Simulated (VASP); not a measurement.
# Sb (Fd-3m) in VASP: a series of runs, part 2 of 2

VASP 6.6.1. Earlier steps stand in the parts before.

## Step 6: Single point, revPBE

This run uses another cell than the first one, of 43.88 Å³/atom, 0.962 times its volume.

The input, INCAR:

```
ALGO     = Normal         # electronic algorithm
EDIFF    = 1E-6           # SCF threshold, eV
ENCUT    = 520            # plane-wave cutoff, eV
GGA      = RE             # functional
ISIF     = 2              # what is computed and relaxed
ISMEAR   = -1             # smearing method
LASPH    = True           # aspherical terms in the spheres
LCHARG   = False          # write CHGCAR
LREAL    = False          # projectors in reciprocal space
LWAVE    = False          # write WAVECAR
NBANDS   = 12             # bands
NELM     = 60             # most SCF steps
PREC     = Accurate       # precision mode
SIGMA    = 0.1            # smearing width, eV
```

The input, KPOINTS:

```
k-points
0
Gamma
  13 13 13
```

The input, POSCAR:

```
Sb
1.0
    0.0000000000      3.5270443412      3.5270443412
    3.5270443412      0.0000000000      3.5270443412
    3.5270443412      3.5270443412      0.0000000000
Sb
2
Direct
    0.1250000000      0.1250000000      0.1250000000
    0.8750000000      0.8750000000      0.8750000000
```

Potentials or basis: VASP PAW PBE potentials, release 64 (Sb).

Command:

```bash
$ cat potpaw_PBE.64/Sb/POTCAR > POTCAR
$ mpirun -np 1 vasp_std > vasp.out
```

OUTCAR:

```text
EDIFF = 1E-6
   ENCUT = 520
   GGA = RE
   ISIF = 2
   ISMEAR = -1
   LASPH = True
   LREAL = False
   NELM = 60
   PREC = Accurate

 ion  position               nearest neighbor table
   1  0.125  0.125  0.125-   2 3.05   2 3.05   2 3.05   2 3.05
   2  0.875  0.875  0.875-   1 3.05   1 3.05   1 3.05   1 3.05

  LATTYP: Found a face centered cubic cell.
 ALAT       =     7.0540886824

  Lattice vectors:

 A1 = (   0.0000000000,   3.5270443412,   3.5270443412)
 A2 = (   3.5270443412,   0.0000000000,   3.5270443412)
 A3 = (   3.5270443412,   3.5270443412,   0.0000000000)

Analysis of symmetry for initial positions (statically):
=====================================================================
 Subroutine PRICEL returns:
 Original cell was already a primitive cell.

 Routine SETGRP: Setting up the symmetry group for a
 face centered cubic supercell.

 Subroutine GETGRP returns: Found 48 space group operations
 (whereof 12 operations were pure point group operations)
 out of a pool of 48 trial point group operations.

The static configuration has the point symmetry D_3d.
 The point group associated with its full space group is O_h .

Analysis of symmetry for dynamics (positions and initial velocities):
=====================================================================
 Subroutine PRICEL returns:
 Original cell was already a primitive cell.

 Routine SETGRP: Setting up the symmetry group for a
 face centered cubic supercell.

 Subroutine GETGRP returns: Found 48 space group operations
 (whereof 12 operations were pure point group operations)
 out of a pool of 48 trial point group operations.

The dynamic configuration has the point symmetry D_3d.
 The point group associated with its full space group is O_h .

 Subroutine INISYM returns: Found 48 space group operations
 (whereof 12 operations are pure point group operations),
 and found     1 'primitive' translations

----------------------------------------------------------------------------------------

                                     Primitive cell

  volume of cell :      87.7532

[... 119 lines left out ...]
 non-spin polarized calculation
  energy-cutoff  :      520.00
  volume of cell :       87.75
 maximum number of plane-waves:      2421
 NGX is ok and might be reduce to    40
   NGX = 19   NGY = 19   NGZ = 19

 number of electron      10.0000000 magnetization

 Free energy of the ion-electron system (eV)
  ---------------------------------------------------
  ext. energy  EPLUGINS =         0.00000000
  ---------------------------------------------------
  free energy    TOTEN  =        -7.14281507 eV

  energy without entropy =       -7.10598710  energy(sigma->0) =       -7.12440108

 E-fermi :   3.7414     XC(G=0):  -7.6139

 val. band max:        3.7160891878   @ k =  -0.4615   0.3846   0.1538
 cond. band min:       3.7930492484   @ k =  -0.3077   0.3846   0.1538
 fundamental gap:      0.0769600606
 Fermi energy:         3.7413859400

 k-point     1 :       0.0000    0.0000    0.0000
  band No.  band energies     occupation
      1      -7.5471      2.00000
      2      -1.7610      2.00000
      3       1.9969      2.00000
      4       1.9969      2.00000
      5       1.9969      2.00000
      6       4.2576      0.01139
      7       4.2576      0.01139
      8       4.2576      0.01139
      9       7.8500      0.00000
     10      10.0389      0.00000
     11      10.0389      0.00000
     12      11.3286      0.00000
[... 331 lines left out ...]
 k-point    24 :       0.4615    0.1538    0.0000
  band No.  band energies     occupation
      1      -6.5193      2.00000
      2      -4.2334      2.00000
      3       0.5239      2.00000
      4       1.0325      2.00000
      5       2.6965      1.99994
      6       4.9072      0.00002
      7       5.8085      0.00000
      8       6.7050      0.00000
      9       9.5452      0.00000
     10       9.7494      0.00000
     11      10.8660      0.00000
     12      11.0105      0.00000

 [... further k-points ...]

------------------------ aborting loop because EDIFF is reached ----------------------------------------

  FORCE on cell =-STRESS in cart. coord.  units (eV):
  Direction    XX          YY          ZZ          XY          YZ          ZX
  --------------------------------------------------------------------------------------
  -------------------------------------------------------------------------------------
  Total       -0.0606841     -0.0606841     -0.0606841      0.0000000     -0.0000000     -0.0000000
  in kB       -1.1079569     -1.1079569     -1.1079569      0.0000000     -0.0000000     -0.0000000
  external PRESSURE =      -1.1079569 kB  Pullay stress =       0.0000000 kB

 VOLUME and BASIS-vectors are now :
 -----------------------------------------------------------------------------
  energy-cutoff  :      520.00
  volume of cell :       87.75
      direct lattice vectors                 reciprocal lattice vectors
     0.000000000  3.527044341  3.527044341    -0.141761756  0.141761756  0.141761756
     3.527044341  0.000000000  3.527044341     0.141761756 -0.141761756  0.141761756
     3.527044341  3.527044341  0.000000000     0.141761756  0.141761756 -0.141761756

 POSITION                                       TOTAL-FORCE (eV/Angst)
 -----------------------------------------------------------------------------------
      0.88176      0.88176      0.88176         0.000000     -0.000000     -0.000000
      6.17233      6.17233      6.17233        -0.000000      0.000000      0.000000
 -----------------------------------------------------------------------------------
    total drift:                                0.000000     -0.000000     -0.000000

  FREE ENERGIE OF THE ION-ELECTRON SYSTEM (eV)
  ---------------------------------------------------
  free  energy   TOTEN  =        -7.1428150681 eV

  energy  without entropy=       -7.1059870984  energy(sigma->0) =       -7.12440108
```

Wall time 79 s (1 thread of Intel Xeon 6975P-C, shared host); peak memory 0.28 GiB.

What came out:

```yaml
Free_energy: -7.1428 eV
Pressure: -0.1 GPa
Band_gap_on_the_k_mesh: zero (band 5 reaches 4.20 eV, above the bottom of band 6 at 3.38 eV)
```

Caveat: the PAW data sets were made with another functional, which shifts forces and pressure a little; spin-orbit coupling is left out, which moves the levels of the heavy elements.

## Step 7: The runs side by side

```tsv
task	cell	k mesh	cutoff (eV)	gap on the mesh (eV)	pressure (GPa)
single point	a = 5.054 Å, angles 60.0°, 2 atoms	9 × 9 × 9	520	none	-1.1
single point	a = 5.118 Å, angles 60.0°, 2 atoms	9 × 9 × 9	520	none	-2.0
single point	a = 5.180 Å, angles 60.0°, 2 atoms	9 × 9 × 9	520	none	-2.7
relaxation of cell and atoms	relaxed from a = 4.700 Å, angles 60.0°, 2 atoms	8 × 8 × 8	600	none	0.0
single point	a = 4.988 Å, angles 60.0°, 2 atoms	13 × 13 × 13	520	none	-0.1
```

Alike in all rows: level revPBE; potentials or basis VASP PAW PBE potentials, release 64 (Sb); no spin polarisation; smearing fermi-dirac 0.1 eV.

Caveats: the PAW data sets were made with another functional, which shifts forces and pressure a little; spin-orbit coupling is left out, which moves the levels of the heavy elements; the volume moved by over 15 % at a fixed basis, so the end points are rough (some runs).

Total energies depend on the potentials used, so only differences within one code and one set of settings carry meaning.
